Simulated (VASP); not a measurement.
# SnSe (I4mm) in VASP: notebook

Runs on SnSe. Level: PBE. Tasks: single point.

Program: VASP 6.6.1. These are calculated values, not measurements. Logs are shortened: lines on timing, memory, paths and dates and some standing lists are left out, and cuts for length are marked.

## (1) The cell of the first run

It takes space group I4mm (No. 107, tetragonal). The conventional cell has a = 4.257 Å, b = 4.257 Å, c = 6.021 Å, α = 90.00°, β = 90.00°, γ = 90.00°. Sn (site symmetry 4mm) has 1 Se at 2.11 Å within 2.8 Å. Se (site symmetry 4mm) has 1 Sn at 2.11 Å within 2.8 Å.

## (2) Single point, PBE (shortest bond scaled by 0.7)

INCAR reads:

```
SYSTEM = SnSe
PREC     = Accurate       ! precision mode
ENCUT    = 520            ! plane-wave cutoff, eV
EDIFF    = 1E-6           ! SCF threshold, eV
ISMEAR   = -1             ! smearing method
SIGMA    = 0.05           ! smearing width, eV
LREAL    = .False.        ! projectors in reciprocal space
LASPH    = .True.         ! aspherical terms in the spheres
NELM     = 100            ! most SCF steps
ALGO     = Normal         ! electronic algorithm
ISIF     = 2              ! what is computed and relaxed
LWAVE    = .False.        ! write WAVECAR
LCHARG   = .False.        ! write CHGCAR
GGA      = PE             ! functional
NBANDS   = 17             ! bands
```

KPOINTS reads:

```
regular mesh
0
Gamma
  9 9 9
  0 0 0
```

POSCAR reads:

```
SnSe
1.0
    0.0000000000      3.0104337128      3.0104337128
    3.0104337128      0.0000000000      3.0104337128
    3.0104337128      3.0104337128      0.0000000000
Sn Se
1 1
Direct
   -0.0750000000     -0.0750000000      0.0750000000
    0.5750000000      0.5750000000      0.4250000000
```

Potentials or basis: VASP PAW PBE potentials, release 64 (Sn_d, Se).

Command:

```
$ cat potpaw_PBE.64/Sn_d/POTCAR potpaw_PBE.64/Se/POTCAR > POTCAR
$ mpirun -np 1 vasp_std > vasp.out
```

OUTCAR:

```text
SYSTEM = SnSe
   PREC = Accurate
   ENCUT = 520
   EDIFF = 1E-6
   ISMEAR = -1
   LREAL = .False.
   LASPH = .True.
   NELM = 100
   ISIF = 2
   GGA = PE

 ion  position               nearest neighbor table
   1  0.925  0.925  0.075-   2 2.11   2 3.14   2 3.14   2 3.14   2 3.14
   2  0.575  0.575  0.425-   1 2.11   1 3.14   1 3.14   1 3.14   1 3.14

  LATTYP: Found a face centered cubic cell.
 ALAT       =     6.0208674256

  Lattice vectors:

 A1 = (   0.0000000000,   3.0104337128,   3.0104337128)
 A2 = (   3.0104337128,   0.0000000000,   3.0104337128)
 A3 = (   3.0104337128,   3.0104337128,   0.0000000000)

Analysis of symmetry for initial positions (statically):
=====================================================================
 Subroutine PRICEL returns:
 Original cell was already a primitive cell.

 Routine SETGRP: Setting up the symmetry group for a
 face centered cubic supercell.

 Subroutine GETGRP returns: Found  8 space group operations
 (whereof  8 operations were pure point group operations)
 out of a pool of 48 trial point group operations.

The static configuration has the point symmetry C_4v.

Analysis of symmetry for dynamics (positions and initial velocities):
=====================================================================
 Subroutine PRICEL returns:
 Original cell was already a primitive cell.

 Routine SETGRP: Setting up the symmetry group for a
 face centered cubic supercell.

 Subroutine GETGRP returns: Found  8 space group operations
 (whereof  8 operations were pure point group operations)
 out of a pool of 48 trial point group operations.

The dynamic configuration has the point symmetry C_4v.

 Subroutine INISYM returns: Found  8 space group operations
 (whereof  8 operations are pure point group operations),
 and found     1 'primitive' translations

----------------------------------------------------------------------------------------

                                     Primitive cell

  volume of cell :      54.5654

  direct lattice vectors                    reciprocal lattice vectors
     0.000000000  3.010433713  3.010433713    -0.166089025  0.166089025  0.166089025
     3.010433713  0.000000000  3.010433713     0.166089025 -0.166089025  0.166089025
     3.010433713  3.010433713  0.000000000     0.166089025  0.166089025 -0.166089025

  length of vectors
     4.257396185  4.257396185  4.257396185     0.287674630  0.287674630  0.287674630

  position of ions in fractional coordinates (direct lattice)
     0.925000000  0.925000000  0.075000000
     0.575000000  0.575000000  0.425000000

  ion indices of the primitive-cell ions
   primitive index   ion index
                 1           1
                 2           2

----------------------------------------------------------------------------------------

 KPOINTS: regular mesh

Automatic generation of k-mesh.
 Grid dimensions read from file:
 generate k-points for:    9    9    9

 Generating k-lattice:

  Cartesian coordinates                     Fractional coordinates (reciprocal lattice)
    -0.018454336  0.018454336  0.018454336     0.111111111  0.000000000  0.000000000
     0.018454336 -0.018454336  0.018454336     0.000000000  0.111111111  0.000000000
     0.018454336  0.018454336 -0.018454336     0.000000000  0.000000000  0.111111111

  Length of vectors
     0.031963848  0.031963848  0.031963848

  Shift w.r.t. Gamma in fractional coordinates (k-lattice)
     0.000000000  0.000000000  0.000000000

 Subroutine IBZKPT returns following result:
 ===========================================

 Found     75 irreducible k-points:

 Following reciprocal coordinates:
            Coordinates               Weight
  0.000000  0.000000  0.000000      1.000000
  0.111111  0.000000  0.000000      8.000000
  0.222222  0.000000  0.000000      8.000000
  0.333333  0.000000  0.000000      8.000000
  0.444444  0.000000  0.000000      8.000000
  0.111111  0.111111  0.000000      2.000000
[... 16 lines left out ...]
  0.000000  0.222222  0.222222      4.000000
  0.333333  0.222222  0.000000      8.000000
 [... further k-points ...]
   k-points           NKPTS =     75   k-points in BZ     NKDIM =     75   number of bands    NBANDS=     17
   number of dos      NEDOS =    301   number of ions     NIONS =      2
   total plane-waves  NPLWV =  32768
   dimension x,y,z NGX =    32 NGY =   32 NGZ =   32
   dimension x,y,z NGXF=    64 NGYF=   64 NGZF=   64
   ions per type =               1   1
   NGX,Y,Z   is equivalent  to a cutoff of  12.50, 12.50, 12.50 a.u.
   NGXF,Y,Z  is equivalent  to a cutoff of  24.99, 24.99, 24.99 a.u.
 SYSTEM =  SnSe
   PREC   = accura    normal or accurate (medium, high low for compatibility)
   ISTART =      0    job   : 0-new  1-cont  2-samecut
   ICHARG =      2    charge: 1-file 2-atom 10-const
   ISPIN  =      1    spin polarized calculation?
   LNONCOLLINEAR =      F non collinear calculations
   LSORBIT =      F    spin-orbit coupling
   LASPH  =      T    aspherical Exc in radial PAW
   ENCUT  =  520.0 eV  38.22 Ry    6.18 a.u.   7.92  7.92  7.92*2*pi/ulx,y,z
   NELM   =    100;   NELMIN=  2; NELMDL= -5     # of ELM steps
   EDIFF  = 0.1E-05   stopping-criterion for ELM
   LREAL  =      F    real-space projection
   EDIFFG = 0.1E-04   stopping-criterion for IOM
   NSW    =      0    number of steps for IOM
   IBRION =     -1    ionic relax: 0-MD 1-quasi-New 2-CG
   NFREE  =      0    steps in history (QN), initial steepest desc. (CG)
   ISIF   =      2    stress and relaxation
   ISYM   =      2    0-nonsym 1-usesym 2-fastsym
   POTIM  = 0.5000    time-step for ionic-motion
   TEBEG  =    0.0;   TEEND  =   0.0 temperature during run
   PSTRESS=    0.0 pullay stress
   NELECT =      20.0000    total number of electrons
   NUPDOWN=      -1.0000    fix difference up-down
   EMIN   =  10.00;   EMAX   =-10.00  energy-range for DOS
   EFERMI =   0.00;   METHOD = LEGACY
   ISMEAR =    -1;   SIGMA  =   0.05  broadening in eV -4-tet -1-fermi 0-gaus
   EFERMI_NEDOS =   21; number of points for ismear=-14 and -15
   IALGO  =     38    algorithm
   IMIX   =      4    mixing-type and parameters
     AMIX     =   0.40;   BMIX     =  1.00
     AMIX_MAG =   1.60;   BMIX_MAG =  1.00
  volume/ion in A,a.u.               =      27.28       184.11
  Fermi-wavevector in a.u.,A,eV,Ry     =   1.171599  2.214002 18.675967  1.372645
  Thomas-Fermi vector in A             =   2.308041
   LORBIT       =      0    0 simple, 1 ext, 2 COOP (PROOUT), +10 PAW based schemes
   GGA     = PE    functional components
   LHFCALC =     F    Hartree Fock is set to
   AEXX    =    0.0000 exact exchange contribution
   IVDW    =     0    specifies the selected vdW correction
   LEPSILON=     F    determine dielectric tensor
   LRPA    =     F    only Hartree local field effects (RPA)
 non-spin polarized calculation
  energy-cutoff  :      520.00
  volume of cell :       54.57
 maximum number of plane-waves:      1484
   NGX = 15   NGY = 15   NGZ = 15

 number of electron      20.0000002 magnetization

 Free energy of the ion-electron system (eV)
  ---------------------------------------------------
  ext. energy  EPLUGINS =         0.00000000
  ---------------------------------------------------
  free energy    TOTEN  =        -6.04853703 eV

  energy without entropy =       -6.04819505  energy(sigma->0) =       -6.04836604

 E-fermi :   5.7387     XC(G=0):  -9.4391

 val. band max:        5.6235471753   @ k =  -0.2222   0.2222   0.0000
 cond. band min:       5.8542352584   @ k =   0.0000   0.4444   0.4444
 fundamental gap:      0.2306880830
 Fermi energy:         5.7386614842

 k-point     1 :       0.0000    0.0000    0.0000
  band No.  band energies     occupation
      1     -16.3675      2.00000
      2     -16.0437      2.00000
      3     -16.0385      2.00000
      4     -16.0289      2.00000
      5     -16.0289      2.00000
      6      -9.2371      2.00000
[... 9 lines left out ...]
     16      13.8239      0.00000
     17      13.8265      0.00000

 k-point     2 :       0.1111    0.0000    0.0000
  band No.  band energies     occupation
      1     -16.3691      2.00000
      2     -16.0430      2.00000
      3     -16.0389      2.00000
      4     -16.0279      2.00000
      5     -16.0271      2.00000
      6      -9.1591      2.00000
[... 9 lines left out ...]
     16      12.8721      0.00000
     17      14.2875      0.00000

 k-point     3 :       0.2222    0.0000    0.0000
  band No.  band energies     occupation
      1     -16.3731      2.00000
      2     -16.0414      2.00000
      3     -16.0405      2.00000
      4     -16.0253      2.00000
      5     -16.0220      2.00000
      6      -8.9469      2.00000
[... 9 lines left out ...]
     16      12.7322      0.00000
     17      16.0334      0.00000

 k-point     4 :       0.3333    0.0000    0.0000
  band No.  band energies     occupation
      1     -16.3777      2.00000
      2     -16.0424      2.00000
      3     -16.0397      2.00000
      4     -16.0222      2.00000
      5     -16.0159      2.00000
      6      -8.6729      2.00000
[... 9 lines left out ...]
     16      13.6594      0.00000
     17      17.9534      0.00000
[... 343 lines left out ...]
      1     -16.3813      2.00000
      2     -16.0467      2.00000
      3     -16.0350      2.00000
      4     -16.0187      2.00000
      5     -16.0187      2.00000
      6      -8.7981      2.00000
[... 9 lines left out ...]
     16      15.4423      0.00000
     17      15.5375      0.00000

 k-point    23 :       0.0000    0.2222    0.2222
  band No.  band energies     occupation
      1     -16.3730      2.00000
      2     -16.0418      2.00000
      3     -16.0372      2.00000
      4     -16.0322      2.00000
      5     -16.0178      2.00000
      6      -8.8732      2.00000
[... 9 lines left out ...]
     16      14.7764      0.00000
     17      14.7937      0.00000

 k-point    24 :       0.3333    0.2222    0.0000
  band No.  band energies     occupation
      1     -16.3873      2.00000
      2     -16.0468      2.00000
      3     -16.0349      2.00000
      4     -16.0148      2.00000
      5     -16.0136      2.00000
      6      -8.5604      2.00000
[... 9 lines left out ...]
     16      14.9775      0.00000
     17      16.9016      0.00000

 [... further k-points ...]

------------------------ aborting loop because EDIFF is reached ----------------------------------------

  FORCE on cell =-STRESS in cart. coord.  units (eV):
  Direction    XX          YY          ZZ          XY          YZ          ZX
  --------------------------------------------------------------------------------------
  -------------------------------------------------------------------------------------
  Total        1.4283837      1.4283837     20.9645285      0.0000000      0.0000000      0.0000000
  in kB       41.9409494     41.9409494    615.5714640      0.0000000      0.0000000      0.0000000
  external PRESSURE =     233.1511209 kB  Pullay stress =       0.0000000 kB

 VOLUME and BASIS-vectors are now :
 -----------------------------------------------------------------------------
  energy-cutoff  :      520.00
  volume of cell :       54.57
      direct lattice vectors                 reciprocal lattice vectors
     0.000000000  3.010433713  3.010433713    -0.166089025  0.166089025  0.166089025
     3.010433713  0.000000000  3.010433713     0.166089025 -0.166089025  0.166089025
     3.010433713  3.010433713  0.000000000     0.166089025  0.166089025 -0.166089025

 POSITION                                       TOTAL-FORCE (eV/Angst)
 -----------------------------------------------------------------------------------
      3.01043      3.01043      5.56930         0.000000      0.000000      9.995556
      3.01043      3.01043      3.46200         0.000000      0.000000     -9.995556
 -----------------------------------------------------------------------------------
    total drift:                                0.000000      0.000000      0.000058

  FREE ENERGIE OF THE ION-ELECTRON SYSTEM (eV)
  ---------------------------------------------------
  free  energy   TOTEN  =        -6.0485370345 eV

  energy  without entropy=       -6.0481950465  energy(sigma->0) =       -6.04836604
```

It took 36 s on 1 thread of Intel Xeon Platinum 8488C (Sapphire Rapids), shared host; peak memory 0.21 GiB.

What came out:

```yaml
Free_energy: -6.0485 eV
Pressure: 23.3 GPa
Largest_force: 9.996 eV/Å
Band_gap_on_the_k_mesh: 0.23 eV, indirect (least direct gap 1.29 eV)
```

Forces in eV/Å, atoms in the order of the input:
```
Sn   0.000  0.000  9.996
Se   0.000  0.000 -9.996
```

Levels at points of the mesh, in eV from the valence-band top:
```tsv
k point	band 8	band 9	band 10	band 11	band 12	band 13
(0.00, 0.00, 0.00)	-3.31	-2.07	-2.07	1.89	1.89	6.09
```

Caveat: the cell differs from its parent crystal (shortest bond scaled by 0.7); spin-orbit coupling is left out, which moves the levels of the heavy elements; forces of over 1 eV/Å act on the atoms, so gaps and moduli don't describe the material at rest. A k mesh can miss the band edges.

## (3) Single point, PBE (shortest bond scaled by 0.64)

INCAR reads:

```
PREC = Accurate
ENCUT = 520
EDIFF = 1E-7
ISMEAR = -1
SIGMA = 0.05
LREAL = F
LASPH = T
NELM = 100
ALGO = Normal
ISIF = 2
LWAVE = F
LCHARG = F
GGA = PE
NBANDS = 17
```

KPOINTS reads:

```
Automatic mesh
0
Gamma
  9 9 9
```

POSCAR reads:

```
SnSe
1.0
    0.0000000000      3.0104337128      3.0104337128
    3.0104337128      0.0000000000      3.0104337128
    3.0104337128      3.0104337128      0.0000000000
Sn Se
1 1
Direct
   -0.0900000000     -0.0900000000      0.0900000000
    0.5900000000      0.5900000000      0.4100000000
```

Potentials or basis: VASP PAW PBE potentials, release 64 (Sn_d, Se).

Command:

```
$ cat potpaw_PBE.64/Sn_d/POTCAR potpaw_PBE.64/Se/POTCAR > POTCAR
$ mpirun -np 1 vasp_std > vasp.out
```

OUTCAR:

```text
PREC = Accurate
   ENCUT = 520
   EDIFF = 1E-7
   ISMEAR = -1
   LREAL = F
   LASPH = T
   NELM = 100
   ISIF = 2
   GGA = PE

 ion  position               nearest neighbor table
   1  0.910  0.910  0.090-   2 1.93   2 3.20   2 3.20   2 3.20   2 3.20
   2  0.590  0.590  0.410-   1 1.93   1 3.20   1 3.20   1 3.20   1 3.20

  LATTYP: Found a face centered cubic cell.
 ALAT       =     6.0208674256

  Lattice vectors:

 A1 = (   0.0000000000,   3.0104337128,   3.0104337128)
 A2 = (   3.0104337128,   0.0000000000,   3.0104337128)
 A3 = (   3.0104337128,   3.0104337128,   0.0000000000)

Analysis of symmetry for initial positions (statically):
=====================================================================
 Subroutine PRICEL returns:
 Original cell was already a primitive cell.

 Routine SETGRP: Setting up the symmetry group for a
 face centered cubic supercell.

 Subroutine GETGRP returns: Found  8 space group operations
 (whereof  8 operations were pure point group operations)
 out of a pool of 48 trial point group operations.
[... 158 lines left out ...]
  free energy    TOTEN  =        -3.42509382 eV

  energy without entropy =       -3.42407189  energy(sigma->0) =       -3.42458285

 E-fermi :   5.4704     XC(G=0):  -9.3692

 val. band max:        5.3655187197   @ k =   0.0000   0.4444   0.4444
 cond. band min:       5.5250742096   @ k =  -0.2222   0.2222   0.0000
 fundamental gap:      0.1595554900
 Fermi energy:         5.4704148028

 k-point     1 :       0.0000    0.0000    0.0000
  band No.  band energies     occupation
      1     -17.0358      2.00000
      2     -16.3161      2.00000
      3     -16.3161      2.00000
      4     -16.2003      2.00000
      5     -16.1946      2.00000
      6      -9.5655      2.00000
[... 457 lines left out ...]
      4     -16.2034      2.00000
      5     -16.1900      2.00000
      6      -8.9443      2.00000
[... 9 lines left out ...]
     16      15.1585      0.00000
     17      17.2599      0.00000

 [... further k-points ...]

------------------------ aborting loop because EDIFF is reached ----------------------------------------

  FORCE on cell =-STRESS in cart. coord.  units (eV):
  Direction    XX          YY          ZZ          XY          YZ          ZX
  --------------------------------------------------------------------------------------
  -------------------------------------------------------------------------------------
  Total        1.7901841      1.7901841     39.5115067      0.0000000      0.0000000      0.0000000
  in kB       52.5643230     52.5643230   1160.1575527      0.0000000      0.0000000      0.0000000
  external PRESSURE =     421.7620663 kB  Pullay stress =       0.0000000 kB

 VOLUME and BASIS-vectors are now :
 -----------------------------------------------------------------------------
  energy-cutoff  :      520.00
  volume of cell :       54.57
      direct lattice vectors                 reciprocal lattice vectors
     0.000000000  3.010433713  3.010433713    -0.166089025  0.166089025  0.166089025
     3.010433713  0.000000000  3.010433713     0.166089025 -0.166089025  0.166089025
     3.010433713  3.010433713  0.000000000     0.166089025  0.166089025 -0.166089025

 POSITION                                       TOTAL-FORCE (eV/Angst)
 -----------------------------------------------------------------------------------
      3.01043      3.01043      5.47899         0.000000      0.000000     20.261110
      3.01043      3.01043      3.55231         0.000000      0.000000    -20.261110
 -----------------------------------------------------------------------------------
    total drift:                                0.000000      0.000000      0.000012

  FREE ENERGIE OF THE ION-ELECTRON SYSTEM (eV)
  ---------------------------------------------------
  free  energy   TOTEN  =        -3.4250938221 eV

  energy  without entropy=       -3.4240718852  energy(sigma->0) =       -3.42458285
```

OSZICAR:

```text
N       E                     dE             d eps       ncg     rms          rms(c)
DAV:   1     0.137879196758E+03    0.13788E+03   -0.90671E+03  2570   0.148E+03
DAV:   2     0.877941564608E+01   -0.12910E+03   -0.12514E+03  2752   0.341E+02
DAV:   3    -0.357728603192E+01   -0.12357E+02   -0.12278E+02  3029   0.952E+01
DAV:   4    -0.387825634008E+01   -0.30097E+00   -0.30080E+00  3180   0.160E+01
DAV:   5    -0.388567763465E+01   -0.74213E-02   -0.74209E-02  3468   0.248E+00    0.778E+00
DAV:   6    -0.349892390572E+01    0.38675E+00   -0.48771E-01  3155   0.526E+00    0.449E+00
DAV:   7    -0.342804842855E+01    0.70875E-01   -0.32425E-01  3175   0.329E+00    0.136E+00
DAV:   8    -0.342503307996E+01    0.30153E-02   -0.43204E-02  3524   0.160E+00    0.442E-01
DAV:   9    -0.342516384710E+01   -0.13077E-03   -0.34003E-03  3100   0.525E-01    0.903E-02
DAV:  10    -0.342507469860E+01    0.89149E-04   -0.42424E-04  3311   0.139E-01    0.571E-02
DAV:  11    -0.342509388911E+01   -0.19191E-04   -0.63602E-05  3362   0.724E-02    0.123E-02
DAV:  12    -0.342509410833E+01   -0.21923E-06   -0.10136E-05  3145   0.203E-02    0.869E-03
DAV:  13    -0.342509383770E+01    0.27063E-06   -0.28394E-06  2961   0.132E-02    0.239E-03
DAV:  14    -0.342509394391E+01   -0.10621E-06   -0.13440E-07  2756   0.504E-03    0.214E-03
DAV:  15    -0.342509377649E+01    0.16742E-06   -0.39793E-08  1779   0.142E-03    0.460E-04
DAV:  16    -0.342509382209E+01   -0.45594E-07   -0.59088E-09  1535   0.761E-04
   1 F= -.34250938E+01 E0= -.34245829E+01  d E =-.102194E-02
```

Run time: 46 s. Hardware: 1 thread of Intel Xeon Platinum 8488C (Sapphire Rapids), shared host; peak memory 0.21 GiB.

Results:

- Free energy: -3.4251 eV
- Pressure: 42.2 GPa
- Largest force: 20.261 eV/Å
- Band gap on the k mesh: zero (band 10 reaches 5.53 eV, above the bottom of band 11 at 5.37 eV)

Forces in eV/Å, atoms in the order of the input:
```
Sn    0.000   0.000  20.261
Se    0.000   0.000 -20.261
```

Stress tensor (GPa, compression positive):
```
  5.26   0.00   0.00
  0.00   5.26   0.00
  0.00   0.00 116.02
```

Caveat: the cell differs from its parent crystal (shortest bond scaled by 0.64); spin-orbit coupling is left out, which moves the levels of the heavy elements; forces of over 1 eV/Å act on the atoms, so gaps and moduli don't describe the material at rest.
